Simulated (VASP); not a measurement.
# SnSe (P6_3/mmc) in VASP: notebook, part 2 of 2

VASP 6.6.1.

### 3 Single point, PBE

Input file INCAR:

```
ALGO = Normal ; EDIFF = 1E-7
ENCUT = 520 ; GGA = PE
ISIF = 2 ; ISMEAR = 1
LASPH = T ; LCHARG = F
LREAL = F ; LWAVE = F
NBANDS = 28 ; NELM = 60
PREC = Accurate ; SIGMA = 0.5
```

Input file KPOINTS:

```
k-points
0
Gamma
  6 6 2
```

Input file POSCAR:

```
SnSe
1.0
    4.1382210481      0.0000000000      0.0000000000
   -2.0691105240      3.5838045541      0.0000000000
    0.0000000000      0.0000000000      7.4840920913
Sn Se
2 2
Direct
    0.0000000000      0.0000000000      0.0000000000
    0.0000000000      0.0000000000      0.5000000000
    0.3333333333      0.6666666667      0.2500000000
    0.6666666667      0.3333333333      0.7500000000
```

Potentials or basis: VASP PAW PBE potentials, release 64 (Sn_d, Se).

Started as:

```
$ cat potpaw_PBE.64/Sn_d/POTCAR potpaw_PBE.64/Se/POTCAR > POTCAR
$ mpirun -np 1 vasp_std > vasp.out
```

OUTCAR:

```text
EDIFF = 1E-7
   ENCUT = 520
   GGA = PE
   ISIF = 2
   ISMEAR = 1
   LASPH = T
   LREAL = F
   NELM = 60
   PREC = Accurate

 ion  position               nearest neighbor table
   1  0.000  0.000  0.000-   3 3.03   4 3.03   3 3.03   4 3.03   4 3.03   3 3.03   2 3.74   2 3.74

   2  0.000  0.000  0.500-   3 3.03   4 3.03   3 3.03   4 3.03   4 3.03   3 3.03   1 3.74   1 3.74

   3  0.333  0.667  0.250-   1 3.03   2 3.03   1 3.03   2 3.03   1 3.03   2 3.03
[... 625 lines left out ...]
  FORCE on cell =-STRESS in cart. coord.  units (eV):
  Direction    XX          YY          ZZ          XY          YZ          ZX
  --------------------------------------------------------------------------------------
  -------------------------------------------------------------------------------------
  Total        0.6166532      0.6166532      0.1194310      0.0000000      0.0000000     -0.0000000
  in kB        8.9013204      8.9013204      1.7239738      0.0000000      0.0000000     -0.0000000
  external PRESSURE =       6.5088715 kB  Pullay stress =       0.0000000 kB

 VOLUME and BASIS-vectors are now :
 -----------------------------------------------------------------------------
  energy-cutoff  :      520.00
  volume of cell :      110.99
      direct lattice vectors                 reciprocal lattice vectors
     4.138221048  0.000000000  0.000000000     0.241649730  0.139516537  0.000000000
    -2.069110524  3.583804554  0.000000000     0.000000000  0.279033074  0.000000000
     0.000000000  0.000000000  7.484092091     0.000000000  0.000000000  0.133616742

 POSITION                                       TOTAL-FORCE (eV/Angst)
 -----------------------------------------------------------------------------------
      0.00000      0.00000      0.00000         0.000000      0.000000      0.000000
      0.00000      0.00000      3.74205         0.000000      0.000000      0.000000
     -0.00000      2.38920      1.87102         0.000000     -0.000000     -0.000000
      2.06911      1.19460      5.61307        -0.000000      0.000000      0.000000
 -----------------------------------------------------------------------------------
    total drift:                                0.000000     -0.000000      0.000000

  FREE ENERGIE OF THE ION-ELECTRON SYSTEM (eV)
  ---------------------------------------------------
  free  energy   TOTEN  =       -16.1979262418 eV

  energy  without entropy=      -16.2036704730  energy(sigma->0) =      -16.19984099
```

It took 47 s on 1 thread of Intel Xeon 6975P-C, shared host; peak memory 0.24 GiB.

Results:

```yaml
Free_energy: -16.1979 eV
Pressure: 0.7 GPa
Band_gap_on_the_k_mesh: zero (band 20 reaches 6.14 eV, above the bottom of band 21 at 5.35 eV)
```

Stress tensor (GPa, compression positive):
```
0.89 0.00 0.00
0.00 0.89 0.00
0.00 0.00 0.17
```

Caveat: the k points lie up to 0.42 Å⁻¹ apart; spin-orbit coupling is left out, which moves the levels of the heavy elements.

### 4 Single point, PBE+D3(BJ)

Input file INCAR:

```
ALGO = Normal ; EDIFF = 1E-6
ENCUT = 520 ; GGA = PE
ISIF = 2 ; ISMEAR = -1
IVDW = 12 ; LASPH = True
LCHARG = True ; LELF = True
LREAL = False ; LVHAR = True
LWAVE = False ; NBANDS = 28
NELM = 80 ; PREC = Accurate
SIGMA = 0.02
```

KPOINTS is that of step 3.

POSCAR is that of step 3.

Started as:

```
$ cat potpaw_PBE.64/Sn_d/POTCAR potpaw_PBE.64/Se/POTCAR > POTCAR
$ mpirun -np 1 vasp_std > vasp.out
```

It took 45 s on 1 thread of Intel Xeon 6975P-C, shared host; peak memory 0.25 GiB.

The run converged. Its results:

```yaml
Free_energy: -17.5685 eV
Pressure: -1.2 GPa
Band_gap_on_the_k_mesh: zero (band 20 reaches 6.16 eV, above the bottom of band 21 at 5.35 eV)
Dispersion_energy_per_atom: -0.345 eV
```

Stress tensor (GPa, compression positive):
```
-0.96  0.00  0.00
 0.00 -0.96  0.00
 0.00  0.00 -1.67
```

Levels at points of the mesh, in eV from the Fermi level:
| k point | band 16 | band 17 | band 18 | band 19 | band 20 | band 21 | band 22 | band 23 | band 24 | band 25 |
| --- | --- | --- | --- | --- | --- | --- | --- | --- | --- | --- |
| (0.00, 0.00, 0.00) | -1.98 | -1.98 | -1.64 | -1.64 | -0.02 | 1.16 | 2.79 | 2.79 | 2.80 | 2.80 |
| (0.50, 0.00, 0.00) | -4.61 | -3.28 | -1.87 | -1.62 | -0.61 | -0.13 | 1.27 | 2.04 | 3.71 | 4.23 |
| (0.00, 0.00, 0.50) | -1.81 | -1.81 | -1.81 | -1.35 | -1.35 | 2.60 | 2.60 | 2.66 | 2.66 | 2.66 |
| (0.50, 0.00, 0.50) | -3.53 | -2.76 | -2.76 | -2.73 | -2.73 | 2.13 | 2.13 | 2.75 | 2.75 | 3.03 |

Caveat: the k points lie up to 0.42 Å⁻¹ apart; spin-orbit coupling is left out, which moves the levels of the heavy elements; pairwise dispersion overbinds metals, which lowers pressure and volume.

### 5 Single point, r2SCAN

POSCAR is that of step 4.

Input file INCAR.step1:

```
PREC = Accurate ; ENCUT = 520
ISMEAR = -1 ; SIGMA = 0.02
LREAL = F ; LASPH = T
NELM = 80 ; NBANDS = 28
GGA = PE ; ALGO = Normal
EDIFF = 1E-4 ; LWAVE = T
LCHARG = F
```

Input file INCAR.step2:

```
PREC = Accurate ; ENCUT = 520
EDIFF = 1E-6 ; ISMEAR = -1
SIGMA = 0.02 ; LREAL = F
LASPH = T ; NELM = 80
ALGO = Normal ; ISIF = 2
LWAVE = F ; LCHARG = F
METAGGA = R2SCAN ; LMIXTAU = T
NBANDS = 28 ; ISTART = 1
```

Input file KPOINTS:

```
Automatic mesh
0
Gamma
  6 6 2
```

Started as:

```
$ cat potpaw_PBE.64/Sn_d/POTCAR potpaw_PBE.64/Se/POTCAR > POTCAR
$ cp INCAR.step1 INCAR
$ mpirun -np 1 vasp_std > vasp.out
$ cp INCAR.step2 INCAR
$ mpirun -np 1 vasp_std > vasp.out
```

Wall time 2.4 min (1 thread of Intel Xeon 6975P-C, shared host); peak memory 0.26 GiB.

It converged, with:

* Free energy: -79.4579 eV
* Pressure: 0.0 GPa
* Band gap on the k mesh: zero (band 20 reaches 6.11 eV, above the bottom of band 21 at 5.46 eV)

Stress tensor (GPa, compression positive):
```
 0.15  0.00  0.00
 0.00  0.15  0.00
 0.00  0.00 -0.22
```

Levels at points of the mesh, in eV from the Fermi level:
| k point | band 18 | band 19 | band 20 | band 21 | band 22 | band 23 |
| --- | --- | --- | --- | --- | --- | --- |
| (0.00, 0.00, 0.00) | -1.96 | -1.96 | 0.12 | 1.15 | 2.79 | 2.79 |
| (0.50, 0.00, 0.00) | -2.20 | -1.90 | -0.71 | -0.05 | 1.24 | 2.04 |
| (0.00, 0.00, 0.50) | -2.14 | -1.44 | -1.44 | 2.69 | 2.69 | 2.69 |
| (0.50, 0.00, 0.50) | -3.07 | -2.99 | -2.99 | 2.23 | 2.23 | 2.87 |

Caveat: the k points lie up to 0.42 Å⁻¹ apart; the PAW data sets were made with another functional, which shifts forces and pressure a little; spin-orbit coupling is left out, which moves the levels of the heavy elements.

### 6 Summary

```tsv
level	smearing	gap on the mesh (eV)	pressure (GPa)
PBE	fermi-dirac 0.02 eV	none	0.9
PBE	methfessel-paxton 0.5 eV	none	0.7
PBE+D3(BJ)	fermi-dirac 0.02 eV	none	-1.2
r2SCAN	fermi-dirac 0.02 eV	none	0.0
```

Alike in all rows: task single point; potentials or basis VASP PAW PBE potentials, release 64 (Sn_d, Se); no spin polarisation; cell as given; k mesh 6 × 6 × 2; cutoff (eV) 520.

Caveats: all runs use coarse meshes; spin-orbit coupling is left out, which moves the levels of the heavy elements; pairwise dispersion overbinds metals, which lowers pressure and volume (some runs); the PAW data sets were made with another functional, which shifts forces and pressure a little (some runs).

Total energies depend on the potentials used, so only differences within one code and one set of settings carry meaning.
